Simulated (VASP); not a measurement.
A run of VASP 6.6.1 is set up as follows.

Contents of INCAR:

```
SYSTEM = Na2B5
ALGO = Normal
EDIFF = 1E-6
EDIFFG = -0.04
ENCUT = 600
GGA = PE
IBRION = 2
ISIF = 3
ISMEAR = 0
LASPH = .TRUE.
LCHARG = .FALSE.
LREAL = .FALSE.
LWAVE = .FALSE.
NELM = 100
NSW = 90
PREC = Accurate
SIGMA = 0.1
```

Contents of KPOINTS:

```
k-points
0
G
  4 4 4
  0 0 0
```

POSCAR

```
Na2B5
1.0
    4.3987621528      0.0000000000      0.0000000000
   -1.8321762980      4.0815439825      0.0000000000
   -0.6819879018     -2.2595229622      7.2427881091
Na B
2 5
Direct
    0.3779297177      0.8268395661      0.7238984403
    0.6220702823      0.1731604339      0.2761015597
    0.1981869541      0.6109629435      0.0127482527
    0.5000000000      0.5000000000      0.0000000000
    0.0562601528      0.1955405015      0.9952979896
    0.9437398472      0.8044594985      0.0047020104
    0.8018130459      0.3890370565      0.9872517473
```

Potentials or basis: VASP PAW PBE potentials, release 64 (Na_pv, B).

Run with:

```bash
$ cat potpaw_PBE.64/Na_pv/POTCAR potpaw_PBE.64/B/POTCAR > POTCAR
$ mpirun -np 1 vasp_std > vasp.out
```

Q: Predict the space group after relaxing (to 0.05 Å).

A: P-1 (No. 2).

Q: Estimate the relaxed cell.

A: a = 4.398 Å, b = 4.499 Å, c = 7.604 Å, α = 103.58°, β = 94.69°, γ = 114.73°.

Q: Estimate the relaxed volume.

A: 18.58 Å³/atom.

Forces in eV/Å, atoms in the order of the input:
```
Na   0.002 -0.002  0.033
Na  -0.002  0.002 -0.033
B   -0.019 -0.005 -0.016
B    0.000  0.000  0.000
B   -0.004  0.006  0.019
B    0.004 -0.006 -0.019
B    0.019  0.005  0.016
```

Caveat: the k points lie up to 0.40 Å⁻¹ apart in the final cell.
